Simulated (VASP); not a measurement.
A run of VASP 6.6.1 is set up as follows.

Contents of INCAR:

```
SYSTEM = Sb
PREC     = Accurate       ! precision mode
ENCUT    = 520            ! plane-wave cutoff, eV
EDIFF    = 1E-7           ! SCF threshold, eV
ISMEAR   = -1             ! smearing method
SIGMA    = 0.05           ! smearing width, eV
LREAL    = .False.        ! projectors in reciprocal space
LASPH    = .True.         ! aspherical terms in the spheres
NELM     = 100            ! most SCF steps
ALGO     = Normal         ! electronic algorithm
ISIF     = 2              ! what is computed and relaxed
LWAVE    = .False.        ! write WAVECAR
LCHARG   = .True.         ! write CHGCAR
GGA      = PS             ! functional
LELF     = .True.         ! ELF
LVHAR    = .True.       
NBANDS   = 8              ! bands
```

The input KPOINTS:

```
Automatic mesh
0
Gamma
  12 12 12
  0 0 0
```

POSCAR

```
Sb
1.0
    0.0000000000      2.3240504507      2.3240504507
    2.3240504507      0.0000000000      2.3240504507
    2.3240504507      2.3240504507      0.0000000000
Sb
1
Direct
    0.0000000000      0.0000000000      0.0000000000
```

Potentials or basis: VASP PAW PBE potentials, release 64 (Sb).

Launch:

```sh
$ cat potpaw_PBE.64/Sb/POTCAR > POTCAR
$ mpirun -np 1 vasp_std > vasp.out
```

Task: Predict the pressure.

Result: 3.2 GPa.

Caveat: the PAW data sets were made with another functional, which shifts forces and pressure a little.
